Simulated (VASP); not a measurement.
# Sn in VASP: settings compared

Aim: see how the results for Sn move with the level of theory and the settings. Levels: PBE, revPBE+D3(BJ), revPBE+D4, LDA. Tasks: relaxation of cell and atoms, single point.

Program: VASP 6.6.1. These are calculated values, not measurements. Logs are shortened: lines on timing, memory, paths and dates and some standing lists are left out, and cuts for length are marked.

**1. The cell of the first run**

It takes space group Immm (No. 71, orthorhombic). The conventional cell has a = 3.453 Å, b = 3.551 Å, c = 4.677 Å, α = 90.00°, β = 90.00°, γ = 90.00°. Within 4.7 Å of Sn (site symmetry mmm) lie 14 Sn at 3.41 to 4.68 Å.

**2. Relaxation of cell and atoms, PBE**

The input, INCAR:

```
ALGO     = Normal         # electronic algorithm
EDIFF    = 1E-6           # SCF threshold, eV
EDIFFG   = -0.01          # ionic threshold
ENCUT    = 600            # plane-wave cutoff, eV
GGA      = PE             # functional
IBRION   = 2              # ionic algorithm
ISIF     = 3              # what is computed and relaxed
ISMEAR   = -1             # smearing method
LASPH    = True           # aspherical terms in the spheres
LCHARG   = False          # write CHGCAR
LREAL    = False          # projectors in reciprocal space
LWAVE    = False          # write WAVECAR
NELM     = 80             # most SCF steps
NSW      = 60             # ionic steps
PREC     = Accurate       # precision mode
SIGMA    = 0.05           # smearing width, eV
```

The input, KPOINTS:

```
k-points
0
Gamma
  11 11 11
```

The input, POSCAR:

```
Sn
1.0
   -1.7265390000      1.7755470000      2.3383420000
    1.7265390000     -1.7755470000      2.3383420000
    1.7265390000      1.7755470000     -2.3383420000
Sn
1
Direct
    0.0000000000      0.0000000000      0.0000000000
```

Potentials or basis: VASP PAW PBE potentials, release 64 (Sn_d).

On the command line:

```sh
$ cat potpaw_PBE.64/Sn_d/POTCAR > POTCAR
$ mpirun -np 1 vasp_std > vasp.out
```

OUTCAR:

```text
EDIFF = 1E-6
   EDIFFG = -0.01
   ENCUT = 600
   GGA = PE
   IBRION = 2
   ISIF = 3
   ISMEAR = -1
   LASPH = True
   LREAL = False
   NELM = 80
   NSW = 60
   PREC = Accurate

 ion  position               nearest neighbor table
   1  0.000  0.000  0.000-

  LATTYP: Found a body centered orthorhombic cell.
 ALAT       =     3.4530780000
 B/A-ratio  =     1.0283851103
 C/A-ratio  =     1.3543522620

  Lattice vectors:

 A1 = (  -1.7265390000,   1.7755470000,   2.3383420000)
 A2 = (   1.7265390000,  -1.7755470000,   2.3383420000)
 A3 = (   1.7265390000,   1.7755470000,  -2.3383420000)

Analysis of symmetry for initial positions (statically):
=====================================================================
 Subroutine PRICEL returns:
 Original cell was already a primitive cell.

 Routine SETGRP: Setting up the symmetry group for a
 body centered orthorhombic supercell.

 Subroutine GETGRP returns: Found  8 space group operations
 (whereof  8 operations were pure point group operations)
 out of a pool of  8 trial point group operations.

The static configuration has the point symmetry D_2h.

Analysis of symmetry for dynamics (positions and initial velocities):
=====================================================================
 Subroutine PRICEL returns:
 Original cell was already a primitive cell.

 Routine SETGRP: Setting up the symmetry group for a
 body centered orthorhombic supercell.

 Subroutine GETGRP returns: Found  8 space group operations
 (whereof  8 operations were pure point group operations)
 out of a pool of  8 trial point group operations.

The dynamic configuration has the point symmetry D_2h.

 Subroutine INISYM returns: Found  8 space group operations
 (whereof  8 operations are pure point group operations),
 and found     1 'primitive' translations

----------------------------------------------------------------------------------------

                                     Primitive cell

  volume of cell :      28.6732

  direct lattice vectors                    reciprocal lattice vectors
    -1.726539000  1.775547000  2.338342000     0.000000000  0.281603359  0.213826720
[... 110 lines left out ...]
   LHFCALC =     F    Hartree Fock is set to
   AEXX    =    0.0000 exact exchange contribution
   IVDW    =     0    specifies the selected vdW correction
   LEPSILON=     F    determine dielectric tensor
   LRPA    =     F    only Hartree local field effects (RPA)
 conjugate gradient relaxation of ions
 non-spin polarized calculation
  energy-cutoff  :      600.00
  volume of cell :       28.67
 maximum number of plane-waves:       971
   NGX = 13   NGY = 13   NGZ = 13

--------------------------------------- Ionic step        1  -------------------------------------------

 number of electron      13.9999998 magnetization

 Free energy of the ion-electron system (eV)
  ---------------------------------------------------
  ext. energy  EPLUGINS =         0.00000000
  ---------------------------------------------------
  free energy    TOTEN  =        -3.78799261 eV

  energy without entropy =       -3.78446068  energy(sigma->0) =       -3.78622665

------------------------ aborting loop because EDIFF is reached ----------------------------------------

  FORCE on cell =-STRESS in cart. coord.  units (eV):
  Direction    XX          YY          ZZ          XY          YZ          ZX
  --------------------------------------------------------------------------------------
  -------------------------------------------------------------------------------------
  Total       -0.0612448     -0.3630191     -0.1127083      0.0000000      0.0000000      0.0000000
  in kB       -3.4221850    -20.2844628     -6.2978148      0.0000000      0.0000000      0.0000000
  external PRESSURE =     -10.0014875 kB  Pullay stress =       0.0000000 kB
[... 86 lines left out ...]
  FREE ENERGIE OF THE ION-ELECTRON SYSTEM (eV)
  ---------------------------------------------------
  free  energy   TOTEN  =        -3.7921165074 eV

  energy  without entropy=       -3.7887547373  energy(sigma->0) =       -3.79043562

[... ionic steps 4 to 8 ...]

--------------------------------------- Ionic step        9  -------------------------------------------

 number of electron      13.9999998 magnetization

------------------------ aborting loop because EDIFF is reached ----------------------------------------
[... 65 lines left out ...]
--------------------------------------- Ionic step       11  -------------------------------------------

 number of electron      13.9999997 magnetization

 Free energy of the ion-electron system (eV)
  ---------------------------------------------------
  ext. energy  EPLUGINS =         0.00000000
  ---------------------------------------------------
  free energy    TOTEN  =        -3.79312242 eV

  energy without entropy =       -3.78958291  energy(sigma->0) =       -3.79135266

 E-fermi :   7.7599     XC(G=0): -10.2160

 val. band max:        7.7147338197   @ k =   0.1818   0.1818   0.1818
 cond. band min:       7.8190500496   @ k =  -0.3636   0.3636   0.1818
 fundamental gap:      0.1043162299
 Fermi energy:         7.7599168433

 k-point     1 :       0.0000    0.0000    0.0000
  band No.  band energies     occupation
      1     -13.7889      2.00000
      2     -13.7886      2.00000
      3     -13.7688      2.00000
      4     -13.7267      2.00000
      5     -13.6999      2.00000
      6      -3.1450      2.00000
      7      15.1710      0.00000
      8      15.2305      0.00000
      9      15.2414      0.00000
     10      18.3524      0.00000
     11      19.3714      0.00000
[... 309 lines left out ...]
 k-point    24 :      -0.4545    0.1818    0.0000
  band No.  band energies     occupation
      1     -13.8012      2.00000
      2     -13.7579      2.00000
      3     -13.7291      2.00000
      4     -13.6842      2.00000
      5     -13.6423      2.00000
      6       0.4161      2.00000
      7       5.4731      2.00000
      8      10.3056      0.00000
      9      11.8514      0.00000
     10      15.1024      0.00000
     11      20.1366      0.00000

 [... further k-points ...]

------------------------ aborting loop because EDIFF is reached ----------------------------------------

  FORCE on cell =-STRESS in cart. coord.  units (eV):
  Direction    XX          YY          ZZ          XY          YZ          ZX
  --------------------------------------------------------------------------------------
  -------------------------------------------------------------------------------------
  Total       -0.0053867      0.0028904      0.0099458     -0.0000000      0.0000000      0.0000000
  in kB       -0.3076962      0.1651067      0.5681227     -0.0000000      0.0000000      0.0000000
  external PRESSURE =       0.1418444 kB  Pullay stress =       0.0000000 kB
[... 16 lines left out ...]
  FREE ENERGIE OF THE ION-ELECTRON SYSTEM (eV)
  ---------------------------------------------------
  free  energy   TOTEN  =        -3.7931224196 eV

  energy  without entropy=       -3.7895829080  energy(sigma->0) =       -3.79135266

 reached required accuracy - stopping structural energy minimisation
```

OSZICAR:

```text
N       E                     dE             d eps       ncg     rms          rms(c)
DAV:   1     0.752768659558E+02    0.75277E+02   -0.82062E+03  4794   0.203E+03
DAV:   2     0.778551550938E+00   -0.74498E+02   -0.72731E+02  4899   0.345E+02
DAV:   3    -0.369645270896E+01   -0.44750E+01   -0.44458E+01  5397   0.768E+01
[... 71 lines left out ...]
DAV:   1    -0.379376334696E+01   -0.67593E-03   -0.16479E-02  5589   0.188E+00    0.137E-01
DAV:   2    -0.379331748198E+01    0.44586E-03   -0.67532E-04  5512   0.554E-01    0.763E-02
DAV:   3    -0.379312931068E+01    0.18817E-03   -0.33896E-04  6893   0.454E-01    0.132E-02
DAV:   4    -0.379312273768E+01    0.65730E-05   -0.38590E-05  5474   0.106E-01    0.441E-03
DAV:   5    -0.379312241959E+01    0.31808E-06   -0.11138E-06  2973   0.209E-02
  11 F= -.37931224E+01 E0= -.37913527E+01  d E =-.350988E-04
```

It took 3.1 min on 1 thread of Intel Xeon Platinum 8488C (Sapphire Rapids), shared host; peak memory 0.22 GiB.

What came out:

* Free energy: -3.7931 eV
* Relaxed volume: 28.05 Å³/atom
* Relaxed cell: a = 3.390 Å, b = 3.390 Å, c = 3.390 Å, α = 118.72°, β = 118.76°, γ = 92.20°
* Space group after relaxing (to 0.1 Å): I4/mmm (No. 139)
* Energy gained by relaxing: 5.1 meV/atom
* Ionic steps: 11
* Pressure after relaxing: 0.0 GPa
* Band gap on the k mesh: zero (bands 7 and 8 overlap by 9.21 eV)

Step by step:
```csv
step,energy change (eV),largest force (eV/Å),pressure (GPa),volume (Å³)
1,0.0000,0.0000,-1.00,28.67
2,-0.0041,0.0000,0.33,27.94
3,-0.0041,0.0000,0.19,27.94
4,-0.0048,0.0000,-0.02,28.03
5,-0.0050,0.0000,-0.04,28.08
6,-0.0050,0.0000,-0.09,28.09
7,-0.0051,0.0000,-0.03,28.04
8,-0.0051,0.0000,0.08,27.97
9,-0.0051,0.0000,0.11,27.98
10,-0.0051,0.0000,0.07,28.01
11,-0.0051,0.0000,0.01,28.05
```

Final structure:
```
Sn
1.0
    -1.72760    1.72670    2.35064
     1.72760   -1.72670    2.35064
     1.72760    1.72670   -2.35064
Sn
1
Direct
  0.00000 0.00000 0.00000
```

Levels at points of the mesh, in eV from the Fermi level:
```csv
k point,band 3,band 4,band 5,band 6,band 7,band 8,band 9,band 10,band 11
"(0.00, 0.00, 0.00)",-21.53,-21.49,-21.46,-10.90,7.41,7.47,7.48,10.59,11.61
```

Caveat: spin-orbit coupling is left out, which moves the levels of the heavy elements.

**3. Single point, revPBE+D3(BJ)**

This run uses another cell than the first one, of 26.36 Å³/atom.

The input, INCAR:

```
PREC = Accurate
ENCUT = 520
EDIFF = 1E-7
ISMEAR = -1
SIGMA = 0.05
LREAL = False
LASPH = True
NELM = 100
ALGO = Normal
ISIF = 2
LWAVE = False
LCHARG = False
GGA = RE
IVDW = 12
NBANDS = 13
```

The input, KPOINTS:

```
Automatic mesh
0
Gamma
  11 11 11
```

The input, POSCAR:

```
Sn
1.0
   -1.6923412350      1.6923134315      2.3006129457
    1.6923412350     -1.6923134315      2.3006129457
    1.6923412350      1.6923134315     -2.3006129457
Sn
1
Direct
    0.0000000000      0.0000000000      0.0000000000
```

Potentials or basis: VASP PAW PBE potentials, release 64 (Sn_d).

On the command line:

```sh
$ cat potpaw_PBE.64/Sn_d/POTCAR > POTCAR
$ mpirun -np 1 vasp_std > vasp.out
```

It took 80 s on 1 thread of Intel Xeon Platinum 8259CL at 2.50GHz (Skylake/Cascade Lake), shared host; peak memory 0.22 GiB.

The run converged. Its results:

* Free energy: -4.1904 eV
* Pressure: -0.1 GPa
* Band gap on the k mesh: zero (bands 7 and 8 overlap by 9.93 eV)
* Dispersion energy per atom: -0.732 eV

Levels at points of the mesh, in eV from the Fermi level:
| k point | band 3 | band 4 | band 5 | band 6 | band 7 | band 8 | band 9 | band 10 | band 11 | band 12 |
| --- | --- | --- | --- | --- | --- | --- | --- | --- | --- | --- |
| (0.00, 0.00, 0.00) | -21.59 | -21.54 | -21.51 | -11.34 | 7.97 | 8.05 | 8.05 | 10.63 | 11.98 | 11.98 |

Caveat: the PAW data sets were made with another functional, which shifts forces and pressure a little; spin-orbit coupling is left out, which moves the levels of the heavy elements.

**4. Single point, revPBE+D4**

This run uses another cell than the first one, of 26.71 Å³/atom.

The input, INCAR:

```
PREC     = Accurate       # precision mode
ENCUT    = 520            # plane-wave cutoff, eV
EDIFF    = 1E-7           # SCF threshold, eV
ISMEAR   = -1             # smearing method
SIGMA    = 0.05           # smearing width, eV
LREAL    = F              # projectors in reciprocal space
LASPH    = T              # aspherical terms in the spheres
NELM     = 80             # most SCF steps
ALGO     = Fast           # electronic algorithm
ISIF     = 2              # what is computed and relaxed
LWAVE    = F              # write WAVECAR
LCHARG   = F              # write CHGCAR
GGA      = RE             # functional
IVDW     = 13             # dispersion correction
NBANDS   = 13             # bands
```

The input, KPOINTS:

```
regular mesh
0
Gamma
  11 11 11
```

The input, POSCAR:

```
Sn
1.0
   -1.7001576998      1.7001316179      2.3099079399
    1.7001576998     -1.7001316179      2.3099079399
    1.7001576998      1.7001316179     -2.3099079399
Sn
1
Direct
    0.0000000000      0.0000000000      0.0000000000
```

On the command line:

```sh
$ cat potpaw_PBE.64/Sn_d/POTCAR > POTCAR
$ mpirun -np 1 vasp_std > vasp.out
```

Wall time 80 s (1 thread of Intel Xeon Platinum 8259CL at 2.50GHz (Skylake/Cascade Lake), shared host); peak memory 0.21 GiB.

It converged, with:

- Free energy: -4.1110 eV
- Pressure: 0.0 GPa
- Band gap on the k mesh: zero (bands 7 and 8 overlap by 9.78 eV)
- Dispersion energy per atom: -0.643 eV

Levels at points of the mesh, in eV from the Fermi level:
```csv
k point,band 3,band 4,band 5,band 6,band 7,band 8,band 9,band 10,band 11,band 12
"(0.00, 0.00, 0.00)",-21.59,-21.54,-21.51,-11.24,7.85,7.94,7.94,10.62,11.89,11.89
```

Caveat: the PAW data sets were made with another functional, which shifts forces and pressure a little; spin-orbit coupling is left out, which moves the levels of the heavy elements.

**5. Single point, LDA (26.95 Å³/atom)**

This run uses another cell than the first one, of 26.95 Å³/atom.

The input, INCAR:

```
SYSTEM = Sn
PREC = Accurate ; ENCUT = 520
EDIFF = 1E-6 ; ISMEAR = -1
SIGMA = 0.05 ; LREAL = .FALSE.
LASPH = .TRUE. ; NELM = 100
ALGO = Normal ; ISIF = 2
LWAVE = .FALSE. ; LCHARG = .FALSE.
NBANDS = 13
```

The input, KPOINTS:

```
Automatic mesh
0
G
  11 11 11
  0 0 0
```

The input, POSCAR:

```
Sn
1.0
   -1.6912936206      1.7393011766      2.2906073406
    1.6912936206     -1.7393011766      2.2906073406
    1.6912936206      1.7393011766     -2.2906073406
Sn
1
Direct
    0.0000000000      0.0000000000      0.0000000000
```

Potentials or basis: VASP PAW LDA potentials, release 64 (Sn_d).

On the command line:

```sh
$ cat potpaw_LDA.64/Sn_d/POTCAR > POTCAR
$ mpirun -np 1 vasp_std > vasp.out
```

Run time: 59 s. Hardware: 1 thread of Intel Xeon Platinum 8259CL at 2.50GHz (Skylake/Cascade Lake), shared host; peak memory 0.19 GiB.

Results (log left out):

```
Free energy            : -4.4392 eV
Pressure               : -2.2 GPa
Band gap on the k mesh : zero (bands 7 and 8 overlap by 9.30 eV)
```

Stress tensor (GPa, compression positive):
```
-1.45  0.00  0.00
 0.00 -3.22  0.00
 0.00  0.00 -1.87
```

Levels at points of the mesh, in eV from the Fermi level:
| k point | band 5 | band 6 | band 7 | band 8 | band 9 | band 10 |
| --- | --- | --- | --- | --- | --- | --- |
| (0.00, 0.00, 0.00) | -21.34 | -11.20 | 7.42 | 7.57 | 8.01 | 10.82 |

Caveat: spin-orbit coupling is left out, which moves the levels of the heavy elements.

(Part 1 of 2 ends here.)
